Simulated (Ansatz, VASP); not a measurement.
Two plane-wave programs on Co

File INCAR:

```
SYSTEM = Co
ALGO     = Normal         ! electronic algorithm
EDIFF    = 1E-7           ! SCF threshold, eV
ENCUT    = 520            ! plane-wave cutoff, eV
GGA      = PS             ! functional
ISIF     = 2              ! what is computed and relaxed
ISMEAR   = -1             ! smearing method
ISPIN    = 2              ! spin polarisation
LASPH    = .TRUE.         ! aspherical terms in the spheres
LCHARG   = .TRUE.         ! write CHGCAR
LELF     = .TRUE.         ! ELF
LMAXMIX  = 4              ! l up to which the mixer works
LORBIT   = 11             ! projections on sites
LREAL    = .FALSE.        ! projectors in reciprocal space
LVHAR    = .TRUE.       
LWAVE    = .FALSE.        ! write WAVECAR
MAGMOM   = 1.7 1.7        ! initial moments
NBANDS   = 20             ! bands
NELM     = 150            ! most SCF steps
PREC     = Accurate       ! precision mode
SIGMA    = 0.1            ! smearing width, eV
```

File KPOINTS:

```
k-points
0
G
  19 19 10
  0 0 0
```

POSCAR

```
Co
1.0
    1.2281975812     -2.1273006124      0.0000000000
    1.2281975812      2.1273006124      0.0000000000
    0.0000000000      0.0000000000      3.9720894594
Co
2
Direct
    0.6666666670      0.3333333330      0.2500000000
    0.3333333330      0.6666666670      0.7500000000
```

Input for Ansatz:

```yaml
crystal:
  lattice:
    - [1.2281975812, -2.1273006124, 0.0]
    - [1.2281975812, 2.1273006124, 0.0]
    - [0.0, 0.0, 3.9720894594]
  atoms:
    - { symbol: Co, position: [0.666666667, 0.333333333, 0.25], spin: 1.7 }
    - { symbol: Co, position: [0.333333333, 0.666666667, 0.75], spin: 1.7 }
magnetization:
  spin_polarized: true
kpoints:
  mp_grid: { grid: [19, 19, 10] }
scf:
  occupations: { method: fermi_dirac, width: 0.1 }
hamiltonian:
  xc: pbesol
  pseudopotentials: { kind: paw }
output:
  forces: true
  stress: true
  eigenvalues: true
  write_density: true
  write_potential: true
  elf: true
  volumetric_format: npy
```

Alike in both runs: task single point; functional PBEsol; k mesh 19 × 19 × 10; occupations fermi-dirac, width 0.1 eV; collinear spin.

|  | VASP | Ansatz |
| --- | --- | --- |
| version | VASP 6.6.1 | Ansatz 0.2.0 |
| potentials or method | VASP PAW PBE potentials, release 64 (Co) | PAW with Ansatz's default frozen-core files, scalar-relativistic |
| plane-wave cutoff (eV) | 520 | 420 |
| valence electrons in the cell | 18 | 34 |

Ansatz gave:

* pressure (GPa): -0.1
* traceless stress, the component that is largest in VASP (GPa): 0.00
* net moment per atom (μB): 1.56
* size of the moment on the site where the two differ most (μB): 1.63

Question: What did VASP give for the same quantities?

Answer: Pressure (GPa): -1.0; traceless stress, the component that is largest in VASP (GPa): -0.07; net moment per atom (μB): 1.56; size of the moment on the site where the two differ most (μB): 1.57.

VASP's potentials were made for PBE, not for PBEsol. Site moments also hang on the region over which each program counts them. VASP's potentials hold 18 valence electrons a cell and Ansatz's 34, so a difference there can come from the potentials and not from the codes.
